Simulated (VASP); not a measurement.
# TiO (P-62m) in VASP: further runs

The runs below take TiO through single point, with r2SCAN.

Everything below comes from runs of VASP 6.6.1. Logs are shortened: lines on timing, memory, paths and dates and some standing lists are left out, and cuts for length are marked.

**1. The cell of the first run**

Symmetry: P-62m, No. 189, hexagonal system. The conventional cell has a = 4.989 Å, b = 4.989 Å, c = 2.873 Å, α = 90.00°, β = 90.00°, γ = 120.00°. Within 2.8 Å of Ti (site symmetry -6) lie 6 O at 2.10 Å. Ti (site symmetry -62m) has 3 O at 1.97 Å within 2.6 Å. O (site symmetry m2m) has 5 Ti at 1.97 to 2.10 Å within 2.6 Å.

**2. Single point, r2SCAN**

POSCAR reads:

```
TiO
1.0
    4.9890877720      0.0000000000      0.0000000000
   -2.4945438860      4.3206767523      0.0000000000
    0.0000000000      0.0000000000      2.8733134400
Ti O
3 3
Direct
    0.6666666667      0.3333333333      0.5000000000
    0.3333333333      0.6666666667      0.5000000000
    0.0000000000      0.0000000000      0.0000000000
    0.6055592400      0.6055592400      0.0000000000
    0.3944407600      0.0000000000      0.0000000000
    0.0000000000      0.3944407600      0.0000000000
```

INCAR.step1 reads:

```
SYSTEM = TiO
PREC = Accurate
ENCUT = 520
ISMEAR = -5
SIGMA = 0.1
LREAL = .False.
LASPH = .True.
NELM = 60
NBANDS = 36
GGA = PE
ALGO = Normal
EDIFF = 1E-4
LWAVE = .True.
LCHARG = .False.
```

INCAR.step2 reads:

```
SYSTEM = TiO
PREC = Accurate
ENCUT = 520
EDIFF = 1E-6
ISMEAR = -5
SIGMA = 0.1
LREAL = .False.
LASPH = .True.
NELM = 60
ALGO = Normal
ISIF = 2
LWAVE = .False.
LCHARG = .True.
METAGGA = R2SCAN
LMIXTAU = .True.
LELF = .True.
LVHAR = .True.
NBANDS = 36
ISTART = 1
```

KPOINTS reads:

```
regular mesh
0
Gamma
  12 12 12
  0 0 0
```

Potentials or basis: VASP PAW PBE potentials, release 64 (Ti_sv, O).

Command:

```console
cat potpaw_PBE.64/Ti_sv/POTCAR potpaw_PBE.64/O/POTCAR > POTCAR
cp INCAR.step1 INCAR
mpirun -np 1 vasp_std > vasp.out
cp INCAR.step2 INCAR
mpirun -np 1 vasp_std > vasp.out
```

OUTCAR:

```text
SYSTEM = TiO
   PREC = Accurate
   ENCUT = 520
   EDIFF = 1E-6
   ISMEAR = -5
   LREAL = .False.
   LASPH = .True.
   NELM = 60
   ISIF = 2
   METAGGA = R2SCAN
   ISTART = 1

 ion  position               nearest neighbor table
   1  0.667  0.333  0.500-   6 2.10   6 2.10   5 2.10   5 2.10   4 2.10   4 2.10   2 2.88   2 2.88
                             2 2.88
   2  0.333  0.667  0.500-   5 2.10   5 2.10   6 2.10   6 2.10   4 2.10   4 2.10   1 2.88   1 2.88
                             1 2.88
   3  0.000  0.000  0.000-   5 1.97   4 1.97   6 1.97
   4  0.606  0.606  0.000-   3 1.97   2 2.10   2 2.10   1 2.10   1 2.10
   5  0.394  0.000  0.000-   3 1.97   2 2.10   2 2.10   1 2.10   1 2.10
   6  0.000  0.394  0.000-   3 1.97   1 2.10   1 2.10   2 2.10   2 2.10

  LATTYP: Found a hexagonal cell.
 ALAT       =     4.9890877720
 C/A-ratio  =     0.5759196012

  Lattice vectors:

 A1 = (   4.9890877720,   0.0000000000,   0.0000000000)
 A2 = (  -2.4945438860,   4.3206767523,   0.0000000000)
 A3 = (   0.0000000000,   0.0000000000,   2.8733134400)

Analysis of symmetry for initial positions (statically):
=====================================================================
 Subroutine PRICEL returns:
 Original cell was already a primitive cell.

 Routine SETGRP: Setting up the symmetry group for a
 hexagonal supercell.

 Subroutine GETGRP returns: Found 12 space group operations
 (whereof 12 operations were pure point group operations)
 out of a pool of 24 trial point group operations.

The static configuration has the point symmetry D_3h.

Analysis of symmetry for dynamics (positions and initial velocities):
=====================================================================
 Subroutine PRICEL returns:
 Original cell was already a primitive cell.

 Routine SETGRP: Setting up the symmetry group for a
 hexagonal supercell.

 Subroutine GETGRP returns: Found 12 space group operations
 (whereof 12 operations were pure point group operations)
 out of a pool of 24 trial point group operations.

The dynamic configuration has the point symmetry D_3h.

 Subroutine INISYM returns: Found 12 space group operations
 (whereof 12 operations are pure point group operations),
 and found     1 'primitive' translations

----------------------------------------------------------------------------------------

                                     Primitive cell

  volume of cell :      61.9378

  direct lattice vectors                    reciprocal lattice vectors
     4.989087772  0.000000000  0.000000000     0.200437444  0.115722612  0.000000000
    -2.494543886  4.320676752  0.000000000     0.000000000  0.231445224  0.000000000
     0.000000000  0.000000000  2.873313440     0.000000000  0.000000000  0.348030252

  length of vectors
     4.989087772  4.989087772  2.873313440     0.231445224  0.231445224  0.348030252

  position of ions in fractional coordinates (direct lattice)
     0.666666667  0.333333333  0.500000000
     0.333333333  0.666666667  0.500000000
     0.000000000  0.000000000  0.000000000
     0.605559240  0.605559240  0.000000000
     0.394440760  0.000000000  0.000000000
     0.000000000  0.394440760  0.000000000

  ion indices of the primitive-cell ions
   primitive index   ion index
                 1           1
                 2           2
                 3           3
                 4           4
                 5           5
                 6           6

----------------------------------------------------------------------------------------

 KPOINTS: regular mesh

Automatic generation of k-mesh.
 Grid dimensions read from file:
 generate k-points for:   12   12   12

 Generating k-lattice:

  Cartesian coordinates                     Fractional coordinates (reciprocal lattice)
     0.016703120  0.009643551  0.000000000     0.083333333  0.000000000  0.000000000
     0.000000000  0.019287102  0.000000000     0.000000000  0.083333333  0.000000000
     0.000000000  0.000000000  0.029002521     0.000000000  0.000000000  0.083333333

  Length of vectors
     0.019287102  0.019287102  0.029002521

  Shift w.r.t. Gamma in fractional coordinates (k-lattice)
     0.000000000  0.000000000  0.000000000

 TETIRR: Found   1758 inequivalent tetrahedra from    10368

 Subroutine IBZKPT returns following result:
 ===========================================

 Found    133 irreducible k-points:

 Following reciprocal coordinates:
            Coordinates               Weight
  0.000000  0.000000  0.000000      1.000000
  0.083333  0.000000  0.000000      6.000000
  0.166667  0.000000  0.000000      6.000000
  0.250000  0.000000  0.000000      6.000000
  0.333333  0.000000  0.000000      6.000000
  0.416667  0.000000  0.000000      6.000000
[... 16 lines left out ...]
  0.250000  0.000000  0.083333     12.000000
  0.333333  0.000000  0.083333     12.000000
 [... further k-points ...]
   k-points           NKPTS =    133   k-points in BZ     NKDIM =    133   number of bands    NBANDS=     36
   number of dos      NEDOS =    301   number of ions     NIONS =      6
   total plane-waves  NPLWV =  38400
   dimension x,y,z NGX =    40 NGY =   40 NGZ =   24
   dimension x,y,z NGXF=    80 NGYF=   80 NGZF=   48
   ions per type =               3   3
   NGX,Y,Z   is equivalent  to a cutoff of  13.33, 13.33, 13.89 a.u.
   NGXF,Y,Z  is equivalent  to a cutoff of  26.66, 26.66, 27.77 a.u.
 SYSTEM =  TiO
   PREC   = accura    normal or accurate (medium, high low for compatibility)
   ISTART =      1    job   : 0-new  1-cont  2-samecut
   ICHARG =      0    charge: 1-file 2-atom 10-const
   ISPIN  =      1    spin polarized calculation?
   LNONCOLLINEAR =      F non collinear calculations
   LSORBIT =      F    spin-orbit coupling
   LASPH  =      T    aspherical Exc in radial PAW
   ENCUT  =  520.0 eV  38.22 Ry    6.18 a.u.   9.28  9.28  5.34*2*pi/ulx,y,z
   NELM   =     60;   NELMIN=  2; NELMDL=  0     # of ELM steps
   EDIFF  = 0.1E-05   stopping-criterion for ELM
   LREAL  =      F    real-space projection
   EDIFFG = 0.1E-04   stopping-criterion for IOM
   NSW    =      0    number of steps for IOM
   IBRION =     -1    ionic relax: 0-MD 1-quasi-New 2-CG
   NFREE  =      0    steps in history (QN), initial steepest desc. (CG)
   ISIF   =      2    stress and relaxation
   ISYM   =      2    0-nonsym 1-usesym 2-fastsym
   POTIM  = 0.5000    time-step for ionic-motion
   TEBEG  =    0.0;   TEEND  =   0.0 temperature during run
   PSTRESS=    0.0 pullay stress
   NELECT =      54.0000    total number of electrons
   NUPDOWN=      -1.0000    fix difference up-down
   EMIN   =  10.00;   EMAX   =-10.00  energy-range for DOS
   EFERMI =   0.00;   METHOD = LEGACY
   ISMEAR =    -5;   SIGMA  =   0.10  broadening in eV -4-tet -1-fermi 0-gaus
   EFERMI_NEDOS =   21; number of points for ismear=-14 and -15
   IALGO  =     38    algorithm
   IMIX   =      4    mixing-type and parameters
     AMIX     =   0.40;   BMIX     =  1.00
     AMIX_MAG =   1.60;   BMIX_MAG =  1.00
  volume/ion in A,a.u.               =      10.32        69.66
  Fermi-wavevector in a.u.,A,eV,Ry     =   1.563942  2.955423 33.278709  2.445916
  Thomas-Fermi vector in A             =   2.666639
   LORBIT       =      0    0 simple, 1 ext, 2 COOP (PROOUT), +10 PAW based schemes
   METAGGA = R2SCAN    functional components
   LHFCALC =     F    Hartree Fock is set to
   AEXX    =    0.0000 exact exchange contribution
   IVDW    =     0    specifies the selected vdW correction
   LEPSILON=     F    determine dielectric tensor
   LRPA    =     F    only Hartree local field effects (RPA)
 non-spin polarized calculation
 Fermi weights with tetrahedron method with Bloechl corrections
  energy-cutoff  :      520.00
  volume of cell :       61.94
 maximum number of plane-waves:      1691
 NGX is ok and might be reduce to    40
   NGX = 19   NGY = 19   NGZ = 11

 number of electron      54.0000004 magnetization

 Free energy of the ion-electron system (eV)
  ---------------------------------------------------
  ext. energy  EPLUGINS =         0.00000000
  ---------------------------------------------------
  free energy    TOTEN  =       -73.64796682 eV

  energy without entropy =      -73.64796682  energy(sigma->0) =      -73.64796682

 E-fermi :  10.7652     XC(G=0): -13.2826

 val. band max:       10.7561348682   @ k =   0.2500   0.0000   0.5000
 cond. band min:      10.7602151695   @ k =   0.1667   0.0000   0.0833
 fundamental gap:      0.0040803013
 Fermi energy:        10.7652246847

 k-point     1 :       0.0000    0.0000    0.0000
  band No.  band energies     occupation
      1     -49.9638      2.00000
      2     -49.8833      2.00000
      3     -49.4305      2.00000
      4     -25.3977      2.00000
      5     -25.3977      2.00000
      6     -25.0975      2.00000
[... 28 lines left out ...]
     35      12.6776      0.00000
     36      12.9271      0.00000

 k-point     2 :       0.0833    0.0000    0.0000
  band No.  band energies     occupation
      1     -49.9625      2.00000
      2     -49.8845      2.00000
      3     -49.4306      2.00000
      4     -25.4035      2.00000
      5     -25.3974      2.00000
      6     -25.0904      2.00000
[... 28 lines left out ...]
     35      12.6964      0.00000
     36      13.0255      0.00000

 k-point     3 :       0.1667    0.0000    0.0000
  band No.  band energies     occupation
      1     -49.9588      2.00000
      2     -49.8880      2.00000
      3     -49.4309      2.00000
      4     -25.4183      2.00000
      5     -25.3933      2.00000
      6     -25.0756      2.00000
[... 28 lines left out ...]
     35      12.7502      0.00000
     36      13.2834      0.00000
[... 742 lines left out ...]
 k-point    23 :       0.2500    0.0000    0.0833
  band No.  band energies     occupation
      1     -49.9492      2.00000
      2     -49.8899      2.00000
      3     -49.4281      2.00000
      4     -25.4254      2.00000
      5     -25.3698      2.00000
      6     -25.0990      2.00000
[... 28 lines left out ...]
     35      12.7569      0.00000
     36      13.1786      0.00000

 k-point    24 :       0.3333    0.0000    0.0833
  band No.  band energies     occupation
      1     -49.9423      2.00000
      2     -49.8966      2.00000
      3     -49.4285      2.00000
      4     -25.4415      2.00000
      5     -25.3447      2.00000
      6     -25.1049      2.00000
[... 28 lines left out ...]
     35      12.8346      0.00000
     36      13.0514      0.00000

 [... further k-points ...]
[... 5 lines left out ...]
  --------------------------------------------------------------------------------------
  -------------------------------------------------------------------------------------
  Total       -0.0057908     -0.0057908      0.1172113      0.0000000      0.0000000      0.0000000
  in kB       -0.1497946     -0.1497946      3.0319654      0.0000000      0.0000000      0.0000000
  external PRESSURE =       0.9107920 kB  Pullay stress =       0.0000000 kB

 VOLUME and BASIS-vectors are now :
 -----------------------------------------------------------------------------
  energy-cutoff  :      520.00
  volume of cell :       61.94
      direct lattice vectors                 reciprocal lattice vectors
     4.989087772  0.000000000  0.000000000     0.200437444  0.115722612  0.000000000
    -2.494543886  4.320676752  0.000000000     0.000000000  0.231445224  0.000000000
     0.000000000  0.000000000  2.873313440     0.000000000  0.000000000  0.348030252

 POSITION                                       TOTAL-FORCE (eV/Angst)
 -----------------------------------------------------------------------------------
      2.49454      1.44023      1.43666         0.000000     -0.000000      0.000000
     -0.00000      2.88045      1.43666         0.000000     -0.000000      0.000000
      0.00000      0.00000      0.00000         0.000000     -0.000000      0.000000
      1.51059      2.61643      0.00000         0.000462      0.000800     -0.000000
      1.96790      0.00000      0.00000        -0.000924     -0.000000     -0.000000
     -0.98395      1.70425      0.00000         0.000462     -0.000800      0.000000
 -----------------------------------------------------------------------------------
    total drift:                               -0.000001     -0.000002      0.000001

  FREE ENERGIE OF THE ION-ELECTRON SYSTEM (eV)
  ---------------------------------------------------
  free  energy   TOTEN  =       -73.6479668202 eV

  energy  without entropy=      -73.6479668202  energy(sigma->0) =      -73.64796682
```

Wall time 16 min (1 thread of Intel Xeon 6975P-C, shared host); peak memory 0.36 GiB.

Results:

```yaml
Free_energy: -73.6480 eV
Pressure: 0.1 GPa
Band_gap_on_the_k_mesh: zero (band 27 reaches 11.26 eV, above the bottom of band 28 at 9.93 eV)
```

Levels at points of the mesh, in eV from the Fermi level:
```csv
k point,band 23,band 24,band 25,band 26,band 27,band 28,band 29,band 30,band 31,band 32
"(0.00, 0.00, 0.00)",-6.21,-5.90,-3.66,-0.88,-0.84,-0.84,0.50,0.50,0.88,0.88
"(0.50, 0.00, 0.00)",-6.37,-5.60,-2.75,-2.12,-1.80,0.43,1.13,1.19,1.40,1.55
"(0.00, 0.00, 0.50)",-6.08,-6.08,-2.03,-2.03,0.49,1.23,1.23,1.25,1.25,1.90
"(0.50, 0.00, 0.50)",-6.79,-5.74,-2.08,-1.54,-0.57,0.53,0.83,1.60,1.61,2.00
```

Caveat: the PAW data sets were made with another functional, which shifts forces and pressure a little; semilocal functionals often make such compounds metallic where correlation or magnetic order opens a gap, which also shifts bond lengths; tetrahedron occupations give inexact forces and stress in metals.

**3. Single point, r2SCAN**

POSCAR is that of step 2.

INCAR.step1 reads:

```
SYSTEM = TiO
PREC = Accurate
ENCUT = 520
ISMEAR = -1
SIGMA = 0.02
LREAL = .False.
LASPH = .True.
NELM = 100
NBANDS = 36
GGA = PE
ALGO = Normal
EDIFF = 1E-4
LWAVE = .True.
LCHARG = .False.
```

INCAR.step2 reads:

```
SYSTEM = TiO
PREC = Accurate
ENCUT = 520
EDIFF = 1E-7
ISMEAR = -1
SIGMA = 0.02
LREAL = .False.
LASPH = .True.
NELM = 100
ALGO = Normal
ISIF = 2
LWAVE = .False.
LCHARG = .False.
METAGGA = R2SCAN
LMIXTAU = .True.
NBANDS = 36
ISTART = 1
```

KPOINTS is that of step 2.

Potentials or basis: VASP PAW PBE potentials, release 64 (Ti_sv, O).

Command:

```console
cat potpaw_PBE.64/Ti_sv/POTCAR potpaw_PBE.64/O/POTCAR > POTCAR
cp INCAR.step1 INCAR
mpirun -np 1 vasp_std > vasp.out
cp INCAR.step2 INCAR
mpirun -np 1 vasp_std > vasp.out
```

It took 24 min on 1 thread of Intel Xeon 6975P-C, shared host; peak memory 0.36 GiB.

Results (log left out):

- Free energy: -73.6479 eV
- Pressure: 0.0 GPa
- Largest force: 0.008 eV/Å
- Band gap on the k mesh: zero (band 27 reaches 11.26 eV, above the bottom of band 28 at 9.93 eV)

Forces in eV/Å, atoms in the order of the input:
```
Ti   0.000  0.000  0.000
Ti   0.000  0.000  0.000
Ti   0.000  0.000  0.000
O    0.004  0.007  0.000
O   -0.008  0.000  0.000
O    0.004 -0.007  0.000
```

Stress tensor (GPa, compression positive):
```
 0.12  0.00  0.00
 0.00  0.12  0.00
 0.00  0.00 -0.11
```

Levels at points of the mesh, in eV from the Fermi level:
```tsv
k point	band 23	band 24	band 25	band 26	band 27	band 28	band 29	band 30	band 31	band 32
(0.00, 0.00, 0.00)	-6.22	-5.91	-3.67	-0.89	-0.84	-0.84	0.49	0.49	0.87	0.87
(0.50, 0.00, 0.00)	-6.38	-5.61	-2.76	-2.13	-1.81	0.42	1.12	1.18	1.39	1.55
(0.00, 0.00, 0.50)	-6.09	-6.09	-2.04	-2.04	0.48	1.22	1.22	1.24	1.24	1.89
(0.50, 0.00, 0.50)	-6.80	-5.75	-2.09	-1.55	-0.58	0.52	0.83	1.59	1.60	1.99
```

Caveat: the PAW data sets were made with another functional, which shifts forces and pressure a little; semilocal functionals often make such compounds metallic where correlation or magnetic order opens a gap, which also shifts bond lengths.

**4. Single point, r2SCAN**

POSCAR is that of step 3.

INCAR.step1: that of step 3 with these lines changed.

```diff
@@ -4,6 +4,6 @@
 ISMEAR = -1
-SIGMA = 0.02
+SIGMA = 0.2
 LREAL = .False.
 LASPH = .True.
-NELM = 100
+NELM = 60
 NBANDS = 36
```

INCAR.step2: that of step 3 with these lines changed.

```diff
@@ -5,6 +5,6 @@
 ISMEAR = -1
-SIGMA = 0.02
+SIGMA = 0.2
 LREAL = .False.
 LASPH = .True.
-NELM = 100
+NELM = 60
 ALGO = Normal
```

KPOINTS reads:

```
Automatic mesh
0
Gamma
  12 12 12
  0 0 0
```

Command:

```console
cat potpaw_PBE.64/Ti_sv/POTCAR potpaw_PBE.64/O/POTCAR > POTCAR
cp INCAR.step1 INCAR
mpirun -np 1 vasp_std > vasp.out
cp INCAR.step2 INCAR
mpirun -np 1 vasp_std > vasp.out
```

Wall time 29 min (1 thread of Intel Xeon 6975P-C, shared host); peak memory 0.36 GiB.

Results (log left out):

| Quantity | Value |
| --- | --- |
| Free energy | -73.7122 eV |
| Pressure | 0.4 GPa |
| Largest force | 0.028 eV/Å |
| Band gap on the k mesh | zero (band 27 reaches 11.27 eV, above the bottom of band 28 at 9.94 eV) |

Forces on the atoms (eV/Å):
```
Ti   0.000  0.000  0.000
Ti   0.000  0.000  0.000
Ti   0.000  0.000  0.000
O    0.014  0.025  0.000
O   -0.028  0.000  0.000
O    0.014 -0.025  0.000
```

Stress tensor (GPa, compression positive):
```
0.39 0.00 0.00
0.00 0.39 0.00
0.00 0.00 0.54
```

Levels at points of the mesh, in eV from the Fermi level:
| k point | band 24 | band 25 | band 26 | band 27 | band 28 | band 29 | band 30 | band 31 |
| --- | --- | --- | --- | --- | --- | --- | --- | --- |
| (0.00, 0.00, 0.00) | -5.77 | -3.54 | -0.75 | -0.70 | -0.70 | 0.64 | 0.64 | 1.02 |
| (0.50, 0.00, 0.00) | -5.48 | -2.63 | -1.99 | -1.67 | 0.57 | 1.26 | 1.33 | 1.54 |
| (0.00, 0.00, 0.50) | -5.96 | -1.90 | -1.90 | 0.63 | 1.36 | 1.36 | 1.39 | 1.39 |
| (0.50, 0.00, 0.50) | -5.61 | -1.95 | -1.41 | -0.44 | 0.67 | 0.97 | 1.74 | 1.75 |

Caveat: the PAW data sets were made with another functional, which shifts forces and pressure a little; semilocal functionals often make such compounds metallic where correlation or magnetic order opens a gap, which also shifts bond lengths.

**5. Summary**

```csv
smearing,gap on the mesh (eV),pressure (GPa),largest force (eV/Å)
tetrahedron,none,0.1,-
fermi-dirac 0.02 eV,none,0.0,0.01
fermi-dirac 0.2 eV,none,0.4,0.03
```

Alike in all rows: task single point; level r2SCAN; potentials or basis VASP PAW PBE potentials, release 64 (Ti_sv, O); no spin polarisation; cell as given; k mesh 12 × 12 × 12; cutoff (eV) 520.

Every run on the cell as given and a fine mesh finds a metal.

Caveats: the PAW data sets were made with another functional, which shifts forces and pressure a little; semilocal functionals often make such compounds metallic where correlation or magnetic order opens a gap, which also shifts bond lengths; tetrahedron occupations give inexact forces and stress in metals (some runs).

Total energies depend on the potentials used, so only differences within one code and one set of settings carry meaning.
